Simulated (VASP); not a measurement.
Wanted: the native input for a VASP 6.6.1 run.

```yaml
Task: relaxation of the atoms
Functional: LDA
Potentials_or_basis: VASP PAW LDA potentials, release 64 (Ga_d, P)
Cutoff: 520 eV
k_mesh: 8 × 8 × 8
Occupations: gaussian, width 0.02 eV
Spin: no spin polarisation
Dipole_correction: no
Further_INCAR_settings: ALGO = Normal; EDIFF = 1e-06; IBRION = 2; EDIFFG = -0.002; NSW = 60
```

The structure of GaP lies in POSCAR:

```
GaP
1.0
    0.0000000000      2.7258124900      2.7258124900
    2.7258124900      0.0000000000      2.7258124900
    2.7258124900      2.7258124900      0.0000000000
Ga P
1 1
Direct
    0.0000000000      0.0000000000      0.0000000000
    0.7500000000      0.7500000000      0.7500000000
```

This cell differs from its parent crystal: strained cell.

The input as run:

INCAR

```
  ALGO = Normal
  EDIFF = 1E-6
  EDIFFG = -0.002
  ENCUT = 520
  IBRION = 2
  ISIF = 2
  ISMEAR = 0
  LASPH = True
  LCHARG = False
  LREAL = False
  LWAVE = False
  NELM = 100
  NSW = 60
  PREC = Accurate
  SIGMA = 0.02
```

KPOINTS

```
k-points
0
Gamma
  8 8 8
```

Potentials or basis: VASP PAW LDA potentials, release 64 (Ga_d, P).

Launch:

```console
$ cat potpaw_LDA.64/Ga_d/POTCAR potpaw_LDA.64/P/POTCAR > POTCAR
$ mpirun -np 1 vasp_std > vasp.out
```

Results of the run:

* Pressure after relaxing: -2.7 GPa
* Band gap on the k mesh: 1.49 eV (least direct gap 1.63 eV)

Caveat: the cell differs from its parent crystal (strained cell); the relaxation stopped at its first step, so nothing moved.

Wall time 15 s on 1 thread of Intel(R) Xeon(R) Platinum 8488C (Sapphire Rapids), with other jobs on the host, peak memory 0.15 GiB.
